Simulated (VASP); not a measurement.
Here is a VASP 6.6.1 calculation.

Contents of INCAR:

```
SYSTEM = Ga
PREC     = Accurate       ! precision mode
ENCUT    = 520            ! plane-wave cutoff, eV
EDIFF    = 1E-7           ! SCF threshold, eV
ISMEAR   = 0              ! smearing method
SIGMA    = 0.15           ! smearing width, eV
LREAL    = .FALSE.        ! projectors in reciprocal space
LASPH    = .TRUE.         ! aspherical terms in the spheres
NELM     = 60             ! most SCF steps
ALGO     = Fast           ! electronic algorithm
ISIF     = 2              ! what is computed and relaxed
LWAVE    = .FALSE.        ! write WAVECAR
LCHARG   = .FALSE.        ! write CHGCAR
GGA      = PS             ! functional
NBANDS   = 12             ! bands
```

File KPOINTS:

```
regular mesh
0
G
  24 24 24
  0 0 0
```

The input POSCAR:

```
Ga
1.0
   -1.4040000000      1.3969800000      2.2290000000
    1.4040000000     -1.3969800000      2.2290000000
    1.4040000000      1.3969800000     -2.2290000000
Ga
1
Direct
    0.0000000000      0.0000000000      0.0000000000
```

Potentials or basis: VASP PAW PBE potentials, release 64 (Ga_d).

Launch:

```sh
$ cat potpaw_PBE.64/Ga_d/POTCAR > POTCAR
$ mpirun -np 1 vasp_std > vasp.out
```

Predict the pressure.

0.7 GPa.

Caveat: the cell differs from its parent crystal (strain -0.0050 x Voigt [0, 1, 0, 0, 0, 0]); the PAW data sets were made with another functional, which shifts forces and pressure a little.
